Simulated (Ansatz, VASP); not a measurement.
# Os in VASP and in Ansatz

File INCAR:

```
ALGO = Normal
EDIFF = 1E-6
ENCUT = 600
GGA = PE
GGA_COMPAT = F
ISIF = 2
ISMEAR = -4
LASPH = T
LCHARG = F
LREAL = F
LWAVE = F
NBANDS = 10
NELM = 120
PREC = Accurate
SIGMA = 0.1
```

File KPOINTS:

```
k-points
0
Gamma
  10 10 10
```

Contents of POSCAR:

```
Os
1.0
    0.0000000000      1.9220413878      1.9220413878
    1.9220413878      0.0000000000      1.9220413878
    1.9220413878      1.9220413878      0.0000000000
Os
1
Direct
    0.0000000000      0.0000000000      0.0000000000
```

Input for Ansatz:

```yaml
crystal:
  lattice:
    - [0.0, 1.9220413878, 1.9220413878]
    - [1.9220413878, 0.0, 1.9220413878]
    - [1.9220413878, 1.9220413878, 0.0]
  atoms:
    - { symbol: Os, position: [0.0, 0.0, 0.0] }
basis: {}
kpoints:
  mp_grid: { grid: [10, 10, 10] }
hamiltonian:
  xc: pbe
  pseudopotentials: { kind: paw, source: ansatz }
scf:
  occupations: { method: tetrahedron_uncorrected }
output:
  forces: true
  stress: true
  eigenvalues: true
```

Alike in both runs: task single point; functional PBE; k mesh 10 × 10 × 10; no spin polarisation.

|  | VASP | Ansatz |
| --- | --- | --- |
| version | VASP 6.6.1 | Ansatz 0.2.0 |
| potentials or method | VASP PAW PBE potentials, release 64 (Os) | scalar-relativistic, plane waves, PAW (harder set) |
| plane-wave cutoff (eV) | 600 | 480 |
| occupations | tetrahedron | tetrahedron-uncorrected |
| valence electrons in the cell | 8 | 16 |

Ansatz gave:

- gap on the k mesh at the Fermi level (eV): none
- pressure (GPa): 5.8

Problem. Estimate VASP's values.

Solution. gap on the k mesh at the Fermi level (eV): none; pressure (GPa): 5.6.

A gap of «none» marks a metal or a gap that the smearing closes. VASP's potentials hold 8 valence electrons a cell and Ansatz's 16, so a difference there can come from the potentials and not from the codes. Ansatz's warnings: band table not solved further.

Spin-orbit coupling is off throughout.
